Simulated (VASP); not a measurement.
Wanted: the native input for a VASP 6.6.1 run.

- Task: single point
- Functional: PBEsol
- Potentials or basis: VASP PAW PBE potentials, release 64 (Si)
- Cutoff: 500 eV
- k mesh: 4 × 4 × 4
- Occupations: gaussian, width 0.01 eV
- Spin: no spin polarisation
- Dipole correction: no
- Further INCAR settings: ALGO = Normal; EDIFF = 1e-06; NBANDS = 11

The structure of Si lies in POSCAR:

```
Si
1.0
    0.0000000000      2.7135600000      2.7135600000
    2.7135600000      0.0000000000      2.7135600000
    2.7135600000      2.7135600000      0.0000000000
Si
2
Direct
    0.7500000000      0.7500000000      0.7500000000
    0.5000000000      0.5000000000      0.5000000000
```

These files were run (other wordings do the same):

INCAR

```
ALGO = Normal
EDIFF = 1E-6
ENCUT = 500
GGA = PS
GGA_COMPAT = False
ISIF = 2
ISMEAR = 0
LASPH = True
LCHARG = False
LREAL = False
LWAVE = False
NBANDS = 11
NELM = 120
PREC = Accurate
SIGMA = 0.01
```

KPOINTS

```
k-points
0
Gamma
  4 4 4
```

Potentials or basis: VASP PAW PBE potentials, release 64 (Si).

The run is started by

```sh
$ cat potpaw_PBE.64/Si/POTCAR > POTCAR
$ mpirun -np 1 vasp_std > vasp.out
```

Results of the run:

```json
{
 "Pressure": "1.1 GPa",
 "Band gap on the k mesh": "0.56 eV, indirect (least direct gap 2.50 eV)"
}
```

Caveat: the k points lie up to 0.50 Å⁻¹ apart; the PAW data sets were made with another functional, which shifts forces and pressure a little.

Wall time 7.8 s on 1 thread of AMD EPYC 7R13, with other jobs on the host, peak memory 0.11 GiB.
